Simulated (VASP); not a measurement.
Wanted: the native input for a VASP 6.6.1 run.

| Property | Result |
| --- | --- |
| Task | single point |
| Functional | PBE |
| Dispersion | D4 |
| Potentials or basis | VASP PAW PBE potentials, release 64 (Pt) |
| Cutoff | 520 eV |
| k mesh | 6 × 6 × 1 |
| Occupations | gaussian, width 0.1 eV |
| Spin | no spin polarisation |
| Dipole correction | yes |
| Further INCAR settings | LREAL = Auto; ALGO = Normal; EDIFF = 1e-06; NBANDS = 94 |

The structure of Pt lies in POSCAR:

```
Pt
1.0
    5.5493740188      0.0000000000      0.0000000000
    2.7746870094      4.8058988753      0.0000000000
    0.0000000000      0.0000000000     26.7965673689
Pt
16
Direct
    0.0000000000      0.0000000000      0.3731821267
    0.5000000000      0.0000000000      0.3731821267
    0.0000000000      0.5000000000      0.3731821267
    0.5000000000      0.5000000000      0.3731821267
    0.1666666667      0.1666666667      0.4577273756
    0.6666666667      0.1666666667      0.4577273756
    0.1666666667      0.6666666667      0.4577273756
    0.6666666667      0.6666666667      0.4577273756
   -0.1666666667      0.3333333333      0.5422726244
    0.3333333333      0.3333333333      0.5422726244
   -0.1666666667      0.8333333333      0.5422726244
    0.3333333333      0.8333333333      0.5422726244
    0.0000000000      0.0000000000      0.6268178733
    0.5000000000      0.0000000000      0.6268178733
    0.0000000000      0.5000000000      0.6268178733
    0.5000000000      0.5000000000      0.6268178733
```

One way to write it, as run:

INCAR

```
PREC = Accurate
ENCUT = 520
EDIFF = 1E-6
ISMEAR = 0
SIGMA = 0.1
LREAL = Auto
LASPH = T
NELM = 80
ALGO = Normal
ISIF = 2
LWAVE = F
LCHARG = F
LDIPOL = T
IDIPOL = 3
DIPOL = 0.5 0.5 0.500
GGA = PE
IVDW = 13
NBANDS = 94
```

KPOINTS

```
regular mesh
0
Gamma
  6 6 1
```

Potentials or basis: VASP PAW PBE potentials, release 64 (Pt).

The run is started by

```console
$ cat potpaw_PBE.64/Pt/POTCAR > POTCAR
$ mpirun -np 1 vasp_std > vasp.out
```

It gave:

- Largest force: 0.299 eV/Å
- Band gap on the k mesh: zero (band 80 reaches 0.55 eV, above the bottom of band 81 at -0.29 eV)
- Dispersion energy per atom: -0.608 eV

Caveat: spin-orbit coupling is left out, which moves the levels of the heavy elements.

Wall time 15 min on 1 thread of Intel(R) Xeon(R) Platinum 8375C CPU @ 2.90GHz (Ice Lake), with other jobs on the host, peak memory 0.82 GiB.
